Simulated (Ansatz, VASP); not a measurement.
## Na: VASP beside Ansatz

File INCAR:

```
SYSTEM = Na
PREC = Accurate ; ENCUT = 520
EDIFF = 1E-7 ; ISMEAR = 0
SIGMA = 0.15 ; LREAL = .False.
LASPH = .True. ; NELM = 80
ALGO = Fast ; ISIF = 2
LWAVE = .False. ; LCHARG = .False.
GGA = PE ; NBANDS = 10
```

File KPOINTS:

```
Automatic mesh
0
Gamma
  18 18 18
  0 0 0
```

POSCAR

```
Na
1.0
   -2.4444751881      2.4444751881      1.5889088723
    2.4444751881     -2.4444751881      1.5889088723
    2.4444751881      2.4444751881     -1.5889088723
Na
1
Direct
    0.0000000000      0.0000000000      0.0000000000
```

Input for Ansatz:

```yaml
crystal:
  lattice:
    - [-2.4444751881, 2.4444751881, 1.5889088723]
    - [2.4444751881, -2.4444751881, 1.5889088723]
    - [2.4444751881, 2.4444751881, -1.5889088723]
  atoms:
    - { symbol: Na, position: [0.0, 0.0, 0.0] }
basis:
  ecutwfc: 420
kpoints:
  mp_grid: { grid: [18, 18, 18] }
hamiltonian:
  xc: pbe
scf:
  occupations: { method: gaussian, width: 0.15 }
output:
  forces: true
  stress: true
  eigenvalues: true
```

Alike in both runs: task single point; functional PBE; k mesh 18 × 18 × 18; occupations gaussian, width 0.15 eV; no spin polarisation.

```csv
,VASP,Ansatz
version,VASP 6.6.1,Ansatz 0.2.0
potentials or method,"VASP PAW PBE potentials, release 64 (Na_pv), cutoff 520 eV","scalar-relativistic, plane waves, PAW"
valence electrons in the cell,7,9
```

```tsv
	VASP	Ansatz	Ansatz less VASP
gap on the k mesh at the Fermi level (eV)	none	none	-
pressure (GPa)	0.2	0.3	+0.01
traceless stress, the component that is largest in VASP (GPa)	2.60	2.60	-0.007
```

A gap of «none» marks a metal or a gap that the smearing closes. VASP's potentials hold 7 valence electrons a cell and Ansatz's 9, so a difference there can come from the potentials and not from the codes.
